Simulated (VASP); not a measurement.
# Ru (P6_3/mmc) in VASP: notebook, part 2 of 2

VASP 6.6.1. The steps go on from the part before.

**4. Electric field gradients, PBEsol (volume scaled by 1.06)**

Contents of INCAR:

```
SYSTEM = Ru
PREC = Accurate ; ENCUT = 520
EDIFF = 1E-8 ; ISMEAR = -1
SIGMA = 0.03 ; LREAL = .False.
LASPH = .True. ; NELM = 100
ALGO = Normal ; ISIF = 2
LWAVE = .False. ; LCHARG = .False.
GGA = PS ; LEFG = .True.
NBANDS = 21
```

Contents of KPOINTS:

```
Automatic mesh
0
Gamma
  14 14 8
  0 0 0
```

Contents of POSCAR:

```
Ru
1.0
    2.7588676960      0.0000000000      0.0000000000
   -1.3794338480      2.3892495105      0.0000000000
    0.0000000000      0.0000000000      4.3658801443
Ru
2
Direct
    0.3333333333      0.6666666667      0.2500000000
    0.6666666667      0.3333333333      0.7500000000
```

Potentials or basis: VASP PAW PBE potentials, release 64 (Ru_pv).

Launch:

```
cat potpaw_PBE.64/Ru_pv/POTCAR > POTCAR
mpirun -np 1 vasp_std > vasp.out
```

OUTCAR:

```text
SYSTEM = Ru
   PREC = Accurate
   ENCUT = 520
   EDIFF = 1E-8
   ISMEAR = -1
   LREAL = .False.
   LASPH = .True.
   NELM = 100
   ISIF = 2
   GGA = PS

 ion  position               nearest neighbor table
   1  0.333  0.667  0.250-   2 2.70   2 2.70   2 2.70   2 2.70   2 2.70   2 2.70
   2  0.667  0.333  0.750-   1 2.70   1 2.70   1 2.70   1 2.70   1 2.70   1 2.70

  LATTYP: Found a hexagonal cell.
 ALAT       =     2.7588676960
 C/A-ratio  =     1.5824898565

  Lattice vectors:

 A1 = (   2.7588676960,   0.0000000000,   0.0000000000)
 A2 = (  -1.3794338480,   2.3892495105,   0.0000000000)
[... 791 lines left out ...]
  free  energy   TOTEN  =       -20.1794342378 eV

  energy  without entropy=      -20.1720327273  energy(sigma->0) =      -20.17573348

 Electric field gradients (V/A^2)
---------------------------------------------------------------------
 ion       V_xx      V_yy      V_zz      V_xy      V_xz      V_yz
---------------------------------------------------------------------
   1       5.889     5.890   -11.779     0.001     0.000    -0.000
   2       5.889     5.890   -11.779     0.001    -0.000     0.000
---------------------------------------------------------------------

 Electric field gradients after diagonalization (V/A^2)
 (convention: |V_zz| > |V_xx| > |V_yy|)
----------------------------------------------------------------------
 ion       V_xx      V_yy      V_zz     asymmetry (V_yy - V_xx)/ V_zz
----------------------------------------------------------------------
   1       5.890     5.889   -11.779       0.000
   2       5.890     5.889   -11.779       0.000
----------------------------------------------------------------------

           NMR quadrupolar parameters

 Cq : quadrupolar parameter    Cq=e*Q*V_zz/h
 eta: asymmetry parameters     (V_yy - V_xx)/ V_zz
 Q  : nuclear electric quadrupole moment in mb (millibarn)
----------------------------------------------------------------------
 ion       Cq(MHz)       eta       Q (mb)
----------------------------------------------------------------------
   1      -0.028       0.000       1.000
   2      -0.028       0.000       1.000
----------------------------------------------------------------------
```

It took 20 s on 1 thread of Intel Xeon 6975P-C (Granite Rapids), shared host; peak memory 0.18 GiB.

Results:

- Free energy: -20.1794 eV
- Pressure: -22.4 GPa
- Band gap on the k mesh: zero (band 14 reaches 13.15 eV, above the bottom of band 15 at 10.28 eV)

Stress tensor (GPa, compression positive):
```
-21.43   0.00   0.00
  0.00 -21.43   0.00
  0.00   0.00 -24.23
```

Electric field gradients, principal values (V/Å²):
| atom | least | middle | greatest (by size) |
| --- | --- | --- | --- |
| 1 Ru | 5.889 | 5.890 | -11.779 |
| 2 Ru | 5.889 | 5.890 | -11.779 |

Caveat: without QUAD_EFG the Cq values of the log hold for a quadrupole moment of 1 mb, not for the nuclei; the PAW data sets were made with another functional, which shifts forces and pressure a little.

**5. Electric field gradients, PBEsol (zz strain of -3 %)**

Contents of INCAR:

```
ALGO     = Normal         # electronic algorithm
EDIFF    = 1E-8           # SCF threshold, eV
ENCUT    = 520            # plane-wave cutoff, eV
GGA      = PS             # functional
ISIF     = 2              # what is computed and relaxed
ISMEAR   = -1             # smearing method
LASPH    = True           # aspherical terms in the spheres
LCHARG   = False          # write CHGCAR
LEFG     = True         
LREAL    = False          # projectors in reciprocal space
LWAVE    = False          # write WAVECAR
NBANDS   = 21             # bands
NELM     = 100            # most SCF steps
PREC     = Accurate       # precision mode
SIGMA    = 0.03           # smearing width, eV
```

Contents of KPOINTS:

```
k-points
0
Gamma
  14 14 8
```

Contents of POSCAR:

```
Ru
1.0
    2.7057993342      0.0000000000      0.0000000000
   -1.3528996671      2.3432909610      0.0000000000
    0.0000000000      0.0000000000      4.1534430000
Ru
2
Direct
    0.3333333333      0.6666666667      0.2500000000
    0.6666666667      0.3333333333      0.7500000000
```

Potentials or basis: VASP PAW PBE potentials, release 64 (Ru_pv).

Launch:

```
cat potpaw_PBE.64/Ru_pv/POTCAR > POTCAR
mpirun -np 1 vasp_std > vasp.out
```

OUTCAR:

```text
EDIFF = 1E-8
   ENCUT = 520
   GGA = PS
   ISIF = 2
   ISMEAR = -1
   LASPH = True
   LREAL = False
   NELM = 100
   PREC = Accurate

 ion  position               nearest neighbor table
   1  0.333  0.667  0.250-   2 2.60   2 2.60   2 2.60   2 2.60   2 2.60   2 2.60
   2  0.667  0.333  0.750-   1 2.60   1 2.60   1 2.60   1 2.60   1 2.60   1 2.60

  LATTYP: Found a hexagonal cell.
 ALAT       =     2.7057993342
 C/A-ratio  =     1.5350151608

  Lattice vectors:

 A1 = (   2.7057993342,   0.0000000000,   0.0000000000)
 A2 = (  -1.3528996671,   2.3432909610,   0.0000000000)
 A3 = (   0.0000000000,   0.0000000000,   4.1534430000)

Analysis of symmetry for initial positions (statically):
=====================================================================
 Subroutine PRICEL returns:
 Original cell was already a primitive cell.

 Routine SETGRP: Setting up the symmetry group for a
[... 767 lines left out ...]
  energy-cutoff  :      520.00
  volume of cell :       26.33
      direct lattice vectors                 reciprocal lattice vectors
     2.705799334  0.000000000  0.000000000     0.369576556  0.213375124  0.000000000
    -1.352899667  2.343290961  0.000000000     0.000000000  0.426750249  0.000000000
     0.000000000  0.000000000  4.153443000     0.000000000  0.000000000  0.240764108

 POSITION                                       TOTAL-FORCE (eV/Angst)
 -----------------------------------------------------------------------------------
     -0.00000      1.56219      1.03836         0.000000     -0.000000      0.000000
      1.35290      0.78110      3.11508         0.000000      0.000000      0.000000
 -----------------------------------------------------------------------------------
    total drift:                               -0.000000      0.000000     -0.000000

  FREE ENERGIE OF THE ION-ELECTRON SYSTEM (eV)
  ---------------------------------------------------
  free  energy   TOTEN  =       -20.3131560639 eV

  energy  without entropy=      -20.3074488949  energy(sigma->0) =      -20.31030248

 Electric field gradients (V/A^2)
---------------------------------------------------------------------
 ion       V_xx      V_yy      V_zz      V_xy      V_xz      V_yz
---------------------------------------------------------------------
   1      13.296    13.298   -26.594     0.002     0.000    -0.000
   2      13.296    13.298   -26.594     0.002    -0.000     0.000
---------------------------------------------------------------------

 Electric field gradients after diagonalization (V/A^2)
 (convention: |V_zz| > |V_xx| > |V_yy|)
----------------------------------------------------------------------
 ion       V_xx      V_yy      V_zz     asymmetry (V_yy - V_xx)/ V_zz
----------------------------------------------------------------------
   1      13.299    13.295   -26.594       0.000
   2      13.299    13.295   -26.594       0.000
----------------------------------------------------------------------

           NMR quadrupolar parameters

 Cq : quadrupolar parameter    Cq=e*Q*V_zz/h
 eta: asymmetry parameters     (V_yy - V_xx)/ V_zz
 Q  : nuclear electric quadrupole moment in mb (millibarn)
----------------------------------------------------------------------
 ion       Cq(MHz)       eta       Q (mb)
----------------------------------------------------------------------
   1      -0.064       0.000       1.000
   2      -0.064       0.000       1.000
----------------------------------------------------------------------
```

It took 43 s on 1 thread of Intel Xeon Platinum 8375C at 2.90GHz (Ice Lake), shared host; peak memory 0.17 GiB.

Results:

```
Free energy            : -20.3132 eV
Pressure               : 4.9 GPa
Band gap on the k mesh : zero (band 14 reaches 14.84 eV, above the bottom of band 15 at 11.45 eV)
```

Stress tensor (GPa, compression positive):
```
 0.10  0.00  0.00
 0.00  0.10  0.00
 0.00  0.00 14.54
```

Levels at points of the mesh, in eV from the Fermi level:
| k point | band 12 | band 13 | band 14 | band 15 | band 16 | band 17 |
| --- | --- | --- | --- | --- | --- | --- |
| (0.00, 0.00, 0.00) | -1.98 | -1.98 | -1.71 | -1.71 | 1.23 | 1.23 |
| (0.50, 0.00, 0.00) | -1.99 | -1.43 | 1.31 | 1.83 | 2.16 | 4.14 |
| (0.00, 0.00, 0.50) | -3.03 | -2.67 | -2.67 | 0.61 | 0.61 | 0.61 |
| (0.50, 0.00, 0.50) | -1.24 | 0.42 | 0.42 | 1.63 | 1.63 | 3.45 |

Electric field gradients, principal values (V/Å²):
| atom | least | middle | greatest (by size) |
| --- | --- | --- | --- |
| 1 Ru | 13.295 | 13.299 | -26.594 |
| 2 Ru | 13.295 | 13.299 | -26.594 |

Caveat: the cell differs from its parent crystal (zz strain of -3 %); without QUAD_EFG the Cq values of the log hold for a quadrupole moment of 1 mb, not for the nuclei; the PAW data sets were made with another functional, which shifts forces and pressure a little.

**6. Electric field gradients, PBEsol (zz strain of -3 %)**

Contents of INCAR:

```
SYSTEM = Ru
ALGO = Normal ; EDIFF = 1E-8
ENCUT = 520 ; GGA = PS
ISIF = 2 ; ISMEAR = -1
LASPH = .True. ; LCHARG = .False.
LEFG = .True. ; LREAL = .False.
LWAVE = .False. ; NBANDS = 21
NELM = 60 ; PREC = Accurate
SIGMA = 0.03
```

Contents of KPOINTS:

```
k-points
0
Gamma
  14 14 8
  0 0 0
```

POSCAR is that of step 5.

Potentials or basis: VASP PAW PBE potentials, release 64 (Ru_pv).

Launch:

```
cat potpaw_PBE.64/Ru_pv/POTCAR > POTCAR
mpirun -np 1 vasp_std > vasp.out
```

OUTCAR:

```text
SYSTEM = Ru
   EDIFF = 1E-8
   ENCUT = 520
   GGA = PS
   ISIF = 2
   ISMEAR = -1
   LASPH = .True.
   LREAL = .False.
   NELM = 60
   PREC = Accurate

 ion  position               nearest neighbor table
   1  0.333  0.667  0.250-   2 2.60   2 2.60   2 2.60   2 2.60   2 2.60   2 2.60
   2  0.667  0.333  0.750-   1 2.60   1 2.60   1 2.60   1 2.60   1 2.60   1 2.60

  LATTYP: Found a hexagonal cell.
 ALAT       =     2.7057993342
 C/A-ratio  =     1.5350151608

  Lattice vectors:

 A1 = (   2.7057993342,   0.0000000000,   0.0000000000)
 A2 = (  -1.3528996671,   2.3432909610,   0.0000000000)
 A3 = (   0.0000000000,   0.0000000000,   4.1534430000)

Analysis of symmetry for initial positions (statically):
=====================================================================
 Subroutine PRICEL returns:
 Original cell was already a primitive cell.

 Routine SETGRP: Setting up the symmetry group for a
 hexagonal supercell.
[... 767 lines left out ...]
  volume of cell :       26.33
      direct lattice vectors                 reciprocal lattice vectors
     2.705799334  0.000000000  0.000000000     0.369576556  0.213375124  0.000000000
    -1.352899667  2.343290961  0.000000000     0.000000000  0.426750249  0.000000000
     0.000000000  0.000000000  4.153443000     0.000000000  0.000000000  0.240764108

 POSITION                                       TOTAL-FORCE (eV/Angst)
 -----------------------------------------------------------------------------------
     -0.00000      1.56219      1.03836         0.000000     -0.000000      0.000000
      1.35290      0.78110      3.11508         0.000000      0.000000      0.000000
 -----------------------------------------------------------------------------------
    total drift:                               -0.000000      0.000000     -0.000000

  FREE ENERGIE OF THE ION-ELECTRON SYSTEM (eV)
  ---------------------------------------------------
  free  energy   TOTEN  =       -20.3131560639 eV

  energy  without entropy=      -20.3074488949  energy(sigma->0) =      -20.31030248

 Electric field gradients (V/A^2)
---------------------------------------------------------------------
 ion       V_xx      V_yy      V_zz      V_xy      V_xz      V_yz
---------------------------------------------------------------------
   1      13.296    13.298   -26.594     0.002     0.000    -0.000
   2      13.296    13.298   -26.594     0.002    -0.000     0.000
---------------------------------------------------------------------

 Electric field gradients after diagonalization (V/A^2)
 (convention: |V_zz| > |V_xx| > |V_yy|)
----------------------------------------------------------------------
 ion       V_xx      V_yy      V_zz     asymmetry (V_yy - V_xx)/ V_zz
----------------------------------------------------------------------
   1      13.299    13.295   -26.594       0.000
   2      13.299    13.295   -26.594       0.000
----------------------------------------------------------------------

           NMR quadrupolar parameters

 Cq : quadrupolar parameter    Cq=e*Q*V_zz/h
 eta: asymmetry parameters     (V_yy - V_xx)/ V_zz
 Q  : nuclear electric quadrupole moment in mb (millibarn)
----------------------------------------------------------------------
 ion       Cq(MHz)       eta       Q (mb)
----------------------------------------------------------------------
   1      -0.064       0.000       1.000
   2      -0.064       0.000       1.000
----------------------------------------------------------------------
```

OSZICAR:

```text
N       E                     dE             d eps       ncg     rms          rms(c)
DAV:   1     0.287824629963E+03    0.28782E+03   -0.17648E+04  5056   0.149E+03
DAV:   2    -0.160098116365E+02   -0.30383E+03   -0.29473E+03  5170   0.449E+02
DAV:   3    -0.218374134878E+02   -0.58276E+01   -0.57899E+01  5935   0.696E+01
DAV:   4    -0.218803863827E+02   -0.42973E-01   -0.42914E-01  6336   0.571E+00
DAV:   5    -0.218808827353E+02   -0.49635E-03   -0.49255E-03  5725   0.541E-01    0.208E+01
DAV:   6    -0.204165936787E+02    0.14643E+01   -0.31931E+00  5920   0.174E+01    0.565E+00
DAV:   7    -0.203248848903E+02    0.91709E-01   -0.69123E-01  5730   0.586E+00    0.944E-01
DAV:   8    -0.203155416837E+02    0.93432E-02   -0.16041E-02  5550   0.124E+00    0.578E-01
DAV:   9    -0.203131428784E+02    0.23988E-02   -0.23188E-03  5740   0.530E-01    0.337E-02
DAV:  10    -0.203131556688E+02   -0.12790E-04   -0.71847E-05  5670   0.890E-02    0.184E-02
DAV:  11    -0.203131561323E+02   -0.46348E-06   -0.40047E-06  5695   0.195E-02    0.180E-03
DAV:  12    -0.203131561003E+02    0.32041E-07   -0.54234E-07  5705   0.664E-03    0.176E-03
DAV:  13    -0.203131560673E+02    0.32993E-07   -0.33620E-08  5583   0.189E-03    0.416E-04
DAV:  14    -0.203131560639E+02    0.33751E-08   -0.27379E-10  3070   0.181E-04
   1 F= -.20313156E+02 E0= -.20310302E+02  d E =-.570717E-02
```

stdout:

```text
POSCAR found type information on POSCAR Ru
 POSCAR found :  1 types and       2 ions
 scaLAPACK will be used
 -----------------------------------------------------------------------------
|                                                                             |
|                                                                             |
|     You enforced a specific xc type in the INCAR file but a different       |
|     I HOPE YOU KNOW WHAT YOU ARE DOING!                                     |
|                                                                             |
 -----------------------------------------------------------------------------

 LDA part: xc-table for (Slater+PW92), standard interpolation
 POSCAR, INCAR and KPOINTS ok, starting setup
 FFT: planning ... GRIDC
 FFT: planning ... GRID_SOFT
 FFT: planning ... GRID
 WAVECAR not read
 entering main loop
ion   1

ion   2
```

Wall time 44 s (1 thread of Intel Xeon Platinum 8375C at 2.90GHz (Ice Lake), shared host); peak memory 0.17 GiB.

What came out:

* Free energy: -20.3132 eV
* Pressure: 4.9 GPa
* Band gap on the k mesh: zero (band 14 reaches 14.84 eV, above the bottom of band 15 at 11.45 eV)

Stress tensor (GPa, compression positive):
```
 0.10  0.00  0.00
 0.00  0.10  0.00
 0.00  0.00 14.54
```

Electric field gradients, principal values (V/Å²):
```csv
atom,least,middle,greatest (by size)
1 Ru,13.295,13.299,-26.594
2 Ru,13.295,13.299,-26.594
```

Caveat: the cell differs from its parent crystal (zz strain of -3 %); without QUAD_EFG the Cq values of the log hold for a quadrupole moment of 1 mb, not for the nuclei; the PAW data sets were made with another functional, which shifts forces and pressure a little.

**7. Overview**

```tsv
cell	gap on the mesh (eV)	pressure (GPa)
a = 2.724, b = 2.724, c = 4.310 Å, angles 90.0, 90.0, 120.0°, 2 atoms	none	-12.3
a = 2.759, b = 2.759, c = 4.366 Å, angles 90.0, 90.0, 120.0°, 2 atoms	none	-22.4
a = 2.706, b = 2.706, c = 4.153 Å, angles 90.0, 90.0, 120.0°, 2 atoms	none	4.9
```

Alike in all rows: task electric field gradients; level PBEsol; potentials or basis VASP PAW PBE potentials, release 64 (Ru_pv); no spin polarisation; k mesh 14 × 14 × 8; cutoff (eV) 520; smearing fermi-dirac 0.03 eV.

Caveats: the PAW data sets were made with another functional, which shifts forces and pressure a little.

Absolute energies hang on the potentials; compare differences alone.
